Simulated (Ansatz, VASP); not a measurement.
# Two plane-wave programs on ZnCo

The input INCAR:

```
SYSTEM = ZnCo
PREC = Accurate
ENCUT = 520
EDIFF = 1E-7
ISMEAR = -1
SIGMA = 0.1
LREAL = .False.
LASPH = .True.
NELM = 150
ALGO = Normal
ISIF = 2
LWAVE = .False.
LCHARG = .False.
ISPIN = 2
MAGMOM = 0 1.8
LORBIT = 11
LMAXMIX = 4
NBANDS = 22
```

The input KPOINTS:

```
Automatic mesh
0
Gamma
  13 13 7
  0 0 0
```

Contents of POSCAR:

```
ZnCo
1.0
    2.6913854917      0.0000000000      0.0000000000
   -1.3456927459      2.3308079829      0.0000000000
    0.0000000000      0.0000000000      4.3063454089
Zn Co
1 1
Direct
    0.6666666667      0.3333333333      0.0000000000
    0.0000000000      0.0000000000      0.5000000000
```

Input for Ansatz:

```yaml
crystal:
  lattice:
    - [2.6913854917406117, 0.0, 0.0]
    - [-1.3456927458703059, 2.330807982851472, 0.0]
    - [0.0, 0.0, 4.306345408887364]
  atoms:
    - { symbol: Zn, position: [0.6666666666666666, 0.3333333333333333, 0.0] }
    - { symbol: Co, position: [0.0, 0.0, 0.5], spin: 1.8 }
basis:
  ecutwfc: 500.0
kpoints:
  mp_grid:
    grid: [13, 13, 7]
hamiltonian:
  xc: lda
magnetization:
  spin_polarized: true
scf:
  occupations:
    method: fermi_dirac
    width: 0.1
```

Alike in both runs: task single point; functional LDA; k mesh 13 × 13 × 7; occupations fermi-dirac, width 0.1 eV; collinear spin.

```csv
,VASP,Ansatz
version,VASP 6.6.1,Ansatz 0.2.0
potentials or method,"VASP PAW LDA potentials, release 64 (Zn, Co), cutoff 520 eV","plane waves, PAW"
valence electrons in the cell,21,29
```

|  | VASP | Ansatz | Ansatz less VASP |
| --- | --- | --- | --- |
| net moment per atom (μB) | 0.65 | 0.68 | +0.035 |
| size of the moment on the site where the two differ most (μB) | 1.36 | 1.46 | +0.097 |

LDA's correlation is that of Perdew and Zunger in VASP and of Perdew and Wang (1992) in Ansatz. Site moments also hang on the region over which each program counts them. VASP's potentials hold 21 valence electrons a cell and Ansatz's 29, so a difference there can come from the potentials and not from the codes.
